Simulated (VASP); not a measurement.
# Ca (I4/mmm) in VASP: single point with LDA

Aim: the single point of Ca with LDA.

All numbers are computed with VASP 6.6.1; they aren't measurements. Logs are shortened: lines on timing, memory, paths and dates and some standing lists are left out, and cuts for length are marked.

## 1. The cell of the first run

The structure is tetragonal, space group I4/mmm (No. 139). Conventional cell: a = 4.497 Å, b = 4.497 Å, c = 4.478 Å, α = 90.00°, β = 90.00°, γ = 90.00°. Ca (site symmetry 4/mmm) has 14 Ca at 3.89 to 4.50 Å within 5.1 Å.

This isn't the form of Ca at room conditions, which is fcc.

## 2. Single point, LDA

File INCAR:

```
PREC = Accurate
ENCUT = 520
EDIFF = 1E-6
ISMEAR = 1
SIGMA = 0.05
LREAL = False
LASPH = True
NELM = 100
ALGO = Normal
ISIF = 2
LWAVE = False
LCHARG = False
GGA = CA
NBANDS = 11
```

File KPOINTS:

```
Automatic mesh
0
Gamma
  9 9 9
```

File POSCAR:

```
Ca
1.0
   -2.2484551958      2.2484551958      2.2391868198
    2.2484551958     -2.2484551958      2.2391868198
    2.2484551958      2.2484551958     -2.2391868198
Ca
1
Direct
    0.5000000000      0.5000000000      0.0000000000
```

Potentials or basis: VASP PAW LDA potentials, release 64 (Ca_sv).

On the command line:

```bash
cat potpaw_LDA.64/Ca_sv/POTCAR > POTCAR
mpirun -np 1 vasp_std > vasp.out
```

OUTCAR:

```text
PREC = Accurate
   ENCUT = 520
   EDIFF = 1E-6
   ISMEAR = 1
   LREAL = False
   LASPH = True
   NELM = 100
   ISIF = 2
   GGA = CA

 ion  position               nearest neighbor table
   1  0.500  0.500  0.000-

  LATTYP: Found a body centered tetragonal cell.
 ALAT       =     4.4969103916
 C/A-ratio  =     0.9958778916

  Lattice vectors:

 A1 = (  -2.2484551958,   2.2484551958,   2.2391868198)
 A2 = (   2.2484551958,  -2.2484551958,   2.2391868198)
 A3 = (   2.2484551958,   2.2484551958,  -2.2391868198)

Analysis of symmetry for initial positions (statically):
=====================================================================
 Subroutine PRICEL returns:
 Original cell was already a primitive cell.

 Routine SETGRP: Setting up the symmetry group for a
 body centered tetragonal supercell.

 Subroutine GETGRP returns: Found 16 space group operations
 (whereof 16 operations were pure point group operations)
 out of a pool of 16 trial point group operations.

The static configuration has the point symmetry D_4h.

Analysis of symmetry for dynamics (positions and initial velocities):
=====================================================================
 Subroutine PRICEL returns:
 Original cell was already a primitive cell.

 Routine SETGRP: Setting up the symmetry group for a
 body centered tetragonal supercell.

 Subroutine GETGRP returns: Found 16 space group operations
 (whereof 16 operations were pure point group operations)
 out of a pool of 16 trial point group operations.

The dynamic configuration has the point symmetry D_4h.

 Subroutine INISYM returns: Found 16 space group operations
 (whereof 16 operations are pure point group operations),
 and found     1 'primitive' translations

----------------------------------------------------------------------------------------

                                     Primitive cell

  volume of cell :      45.2813

  direct lattice vectors                    reciprocal lattice vectors
    -2.248455196  2.248455196  2.239186820     0.000000000  0.222374900  0.223295348
     2.248455196 -2.248455196  2.239186820     0.222374900  0.000000000  0.223295348
     2.248455196  2.248455196 -2.239186820     0.222374900  0.222374900  0.000000000

  length of vectors
     3.889094901  3.889094901  3.889094901     0.315137127  0.315137127  0.314485600

  position of ions in fractional coordinates (direct lattice)
     0.500000000  0.500000000  0.000000000

  ion indices of the primitive-cell ions
   primitive index   ion index
                 1           1

----------------------------------------------------------------------------------------

 KPOINTS: Automatic mesh

Automatic generation of k-mesh.
 Grid dimensions read from file:
 generate k-points for:    9    9    9

 Generating k-lattice:

  Cartesian coordinates                     Fractional coordinates (reciprocal lattice)
     0.000000000  0.024708322  0.024810594     0.111111111 -0.000000000  0.000000000
     0.024708322  0.000000000  0.024810594    -0.000000000  0.111111111  0.000000000
     0.024708322  0.024708322  0.000000000     0.000000000  0.000000000  0.111111111

  Length of vectors
     0.035015236  0.035015236  0.034942844

  Shift w.r.t. Gamma in fractional coordinates (k-lattice)
     0.000000000  0.000000000  0.000000000

 Subroutine IBZKPT returns following result:
 ===========================================

 Found     75 irreducible k-points:

 Following reciprocal coordinates:
            Coordinates               Weight
  0.000000  0.000000  0.000000      1.000000
  0.111111 -0.000000  0.000000      8.000000
  0.222222 -0.000000  0.000000      8.000000
  0.333333 -0.000000  0.000000      8.000000
  0.444444 -0.000000  0.000000      8.000000
  0.111111  0.111111  0.000000      8.000000
[... 16 lines left out ...]
 -0.333333  0.333333  0.000000      4.000000
  0.444444  0.444444  0.000000      8.000000
 [... further k-points ...]
   k-points           NKPTS =     75   k-points in BZ     NKDIM =     75   number of bands    NBANDS=     11
   number of dos      NEDOS =    301   number of ions     NIONS =      1
   total plane-waves  NPLWV =  27000
   dimension x,y,z NGX =    30 NGY =   30 NGZ =   30
   dimension x,y,z NGXF=    60 NGYF=   60 NGZF=   60
   ions per type =               1
   NGX,Y,Z   is equivalent  to a cutoff of  12.82, 12.82, 12.82 a.u.
   NGXF,Y,Z  is equivalent  to a cutoff of  25.65, 25.65, 25.65 a.u.
 SYSTEM =  unknown system
   PREC   = accura    normal or accurate (medium, high low for compatibility)
   ISTART =      0    job   : 0-new  1-cont  2-samecut
   ICHARG =      2    charge: 1-file 2-atom 10-const
   ISPIN  =      1    spin polarized calculation?
   LNONCOLLINEAR =      F non collinear calculations
   LSORBIT =      F    spin-orbit coupling
   LASPH  =      T    aspherical Exc in radial PAW
   ENCUT  =  520.0 eV  38.22 Ry    6.18 a.u.   7.23  7.23  7.23*2*pi/ulx,y,z
   NELM   =    100;   NELMIN=  2; NELMDL= -5     # of ELM steps
   EDIFF  = 0.1E-05   stopping-criterion for ELM
   LREAL  =      F    real-space projection
   EDIFFG = 0.1E-04   stopping-criterion for IOM
   NSW    =      0    number of steps for IOM
   IBRION =     -1    ionic relax: 0-MD 1-quasi-New 2-CG
   NFREE  =      0    steps in history (QN), initial steepest desc. (CG)
   ISIF   =      2    stress and relaxation
   ISYM   =      2    0-nonsym 1-usesym 2-fastsym
   POTIM  = 0.5000    time-step for ionic-motion
   TEBEG  =    0.0;   TEEND  =   0.0 temperature during run
   PSTRESS=    0.0 pullay stress
   NELECT =      10.0000    total number of electrons
   NUPDOWN=      -1.0000    fix difference up-down
   EMIN   =  10.00;   EMAX   =-10.00  energy-range for DOS
   EFERMI =   0.00;   METHOD = LEGACY
   ISMEAR =     1;   SIGMA  =   0.05  broadening in eV -4-tet -1-fermi 0-gaus
   EFERMI_NEDOS =   21; number of points for ismear=-14 and -15
   IALGO  =     38    algorithm
   IMIX   =      4    mixing-type and parameters
     AMIX     =   0.40;   BMIX     =  1.00
     AMIX_MAG =   1.60;   BMIX_MAG =  1.00
  volume/ion in A,a.u.               =      45.28       305.57
  Fermi-wavevector in a.u.,A,eV,Ry     =   0.989544  1.869968 13.322796  0.979198
  Thomas-Fermi vector in A             =   2.121151
   LORBIT       =      0    0 simple, 1 ext, 2 COOP (PROOUT), +10 PAW based schemes
   GGA     = CA    functional components
   LHFCALC =     F    Hartree Fock is set to
   AEXX    =    0.0000 exact exchange contribution
   IVDW    =     0    specifies the selected vdW correction
   LEPSILON=     F    determine dielectric tensor
   LRPA    =     F    only Hartree local field effects (RPA)
 non-spin polarized calculation
 Methfessel and Paxton  Order N= 1 SIGMA  =   0.05
  energy-cutoff  :      520.00
  volume of cell :       45.28
 maximum number of plane-waves:      1240
 NGX is ok and might be reduce to    30
   NGX = 15   NGY = 15   NGZ = 15

 number of electron      10.0000001 magnetization

 Free energy of the ion-electron system (eV)
  ---------------------------------------------------
  ext. energy  EPLUGINS =         0.00000000
  ---------------------------------------------------
  free energy    TOTEN  =        -2.12170826 eV

  energy without entropy =       -2.12160821  energy(sigma->0) =       -2.12167491

 E-fermi :   1.5787     XC(G=0):  -7.7420

 val. band max:        1.5634592826   @ k =  -0.2222  -0.4444   0.1111
 cond. band min:       1.5824936143   @ k =  -0.4444   0.4444   0.4444
 fundamental gap:      0.0190343318
 Fermi energy:         1.5787373100

 k-point     1 :       0.0000    0.0000    0.0000
  band No.  band energies     occupation
      1     -40.2347      2.00000
      2     -21.4490      2.00000
      3     -21.4480      2.00000
      4     -21.4480      2.00000
      5      -2.3747      2.00000
      6       3.5987      0.00000
      7       3.6155      0.00000
      8       3.6155      0.00000
      9       4.5907      0.00000
     10       4.6125      0.00000
     11      11.4897      0.00000

 k-point     2 :       0.1111   -0.0000    0.0000
  band No.  band energies     occupation
      1     -40.2334      2.00000
      2     -21.4619      2.00000
      3     -21.4526      2.00000
      4     -21.4485      2.00000
      5      -2.1636      2.00000
      6       3.4880      0.00000
      7       3.5315      0.00000
      8       3.7618      0.00000
      9       4.4841      0.00000
     10       4.6029      0.00000
     11      11.0662      0.00000

 k-point     3 :       0.2222   -0.0000    0.0000
  band No.  band energies     occupation
      1     -40.2300      2.00000
      2     -21.4955      2.00000
      3     -21.4641      2.00000
      4     -21.4484      2.00000
      5      -1.5551      2.00000
      6       3.1296      0.00000
      7       3.2127      0.00000
      8       4.2025      0.00000
      9       4.4172      0.00000
     10       4.6405      0.00000
     11       9.3268      0.00000

 k-point     4 :       0.3333   -0.0000    0.0000
  band No.  band energies     occupation
      1     -40.2262      2.00000
      2     -21.5333      2.00000
      3     -21.4771      2.00000
      4     -21.4483      2.00000
      5      -0.6333      2.00000
      6       2.4802     -0.00000
      7       2.9343      0.00000
      8       4.4951      0.00000
      9       4.7290      0.00000
     10       4.8420      0.00000
     11       7.5382      0.00000

 k-point     5 :       0.4444   -0.0000    0.0000
  band No.  band energies     occupation
      1     -40.2237      2.00000
      2     -21.5577      2.00000
      3     -21.4856      2.00000
      4     -21.4483      2.00000
      5       0.3843      2.00000
      6       1.7563     -0.00001
      7       2.7684      0.00000
      8       4.5013      0.00000
      9       4.8211      0.00000
     10       5.4248      0.00000
     11       6.4924      0.00000
[... 211 lines left out ...]
 k-point    21 :       0.4444    0.3333    0.0000
  band No.  band energies     occupation
      1     -40.2226      2.00000
      2     -21.5433      2.00000
      3     -21.5027      2.00000
      4     -21.4599      2.00000
      5       0.8906      2.00000
      6       1.8392     -0.00000
      7       2.4641     -0.00000
      8       4.4919      0.00000
      9       4.7780      0.00000
     10       5.8160      0.00000
     11       6.0192      0.00000

 k-point    22 :      -0.4444    0.3333    0.0000
  band No.  band energies     occupation
      1     -40.2243      2.00000
      2     -21.5454      2.00000
      3     -21.4857      2.00000
      4     -21.4524      2.00000
      5       0.0173      2.00000
      6       2.1172     -0.00000
      7       2.7922      0.00000
      8       4.4434      0.00000
      9       4.7965      0.00000
     10       5.2615      0.00000
     11       6.7914      0.00000

 k-point    23 :      -0.3333    0.3333    0.0000
  band No.  band energies     occupation
      1     -40.2262      2.00000
      2     -21.5329      2.00000
      3     -21.4778      2.00000
      4     -21.4476      2.00000
      5      -0.6403      2.00000
      6       2.4706     -0.00000
      7       2.9530      0.00000
      8       4.4759      0.00000
      9       4.7289      0.00000
     10       4.8458      0.00000
     11       7.5184      0.00000

 k-point    24 :       0.4444    0.4444    0.0000
  band No.  band energies     occupation
      1     -40.2230      2.00000
      2     -21.5562      2.00000
      3     -21.4912      2.00000
      4     -21.4525      2.00000
      5       0.7937      2.00000
      6       1.5391      1.97635
      7       2.7085      0.00000
      8       4.4307      0.00000
      9       4.8410      0.00000
     10       5.6120      0.00000
     11       6.2264      0.00000

 [... further k-points ...]

------------------------ aborting loop because EDIFF is reached ----------------------------------------

  FORCE on cell =-STRESS in cart. coord.  units (eV):
  Direction    XX          YY          ZZ          XY          YZ          ZX
  --------------------------------------------------------------------------------------
  -------------------------------------------------------------------------------------
  Total       -0.6959497     -0.6959497     -0.7002111      0.0000000      0.0000000      0.0000000
  in kB      -24.6246264    -24.6246264    -24.7754065      0.0000000      0.0000000      0.0000000
  external PRESSURE =     -24.6748864 kB  Pullay stress =       0.0000000 kB

 VOLUME and BASIS-vectors are now :
 -----------------------------------------------------------------------------
  energy-cutoff  :      520.00
  volume of cell :       45.28
      direct lattice vectors                 reciprocal lattice vectors
    -2.248455196  2.248455196  2.239186820     0.000000000  0.222374900  0.223295348
     2.248455196 -2.248455196  2.239186820     0.222374900  0.000000000  0.223295348
     2.248455196  2.248455196 -2.239186820     0.222374900  0.222374900  0.000000000

 POSITION                                       TOTAL-FORCE (eV/Angst)
 -----------------------------------------------------------------------------------
      0.00000      0.00000      2.23919        -0.000000      0.000000      0.000000
 -----------------------------------------------------------------------------------
    total drift:                                0.000000     -0.000000      0.000000

  FREE ENERGIE OF THE ION-ELECTRON SYSTEM (eV)
  ---------------------------------------------------
  free  energy   TOTEN  =        -2.1217082552 eV

  energy  without entropy=       -2.1216082138  energy(sigma->0) =       -2.12167491
```

Wall time 15 s (1 thread of Intel Xeon 6975P-C (Granite Rapids), shared host); peak memory 0.17 GiB.

What came out:

| Property | Result |
| --- | --- |
| Free energy | -2.1217 eV |
| Pressure | -2.5 GPa |
| Band gap on the k mesh | zero (bands 5 and 6 overlap by 0.18 eV) |

Levels at points of the mesh, in eV from the Fermi level:
```tsv
k point	band 1	band 2	band 3	band 4	band 5	band 6	band 7	band 8	band 9	band 10
(0.00, 0.00, 0.00)	-41.81	-23.03	-23.03	-23.03	-3.95	2.02	2.04	2.04	3.01	3.03
```
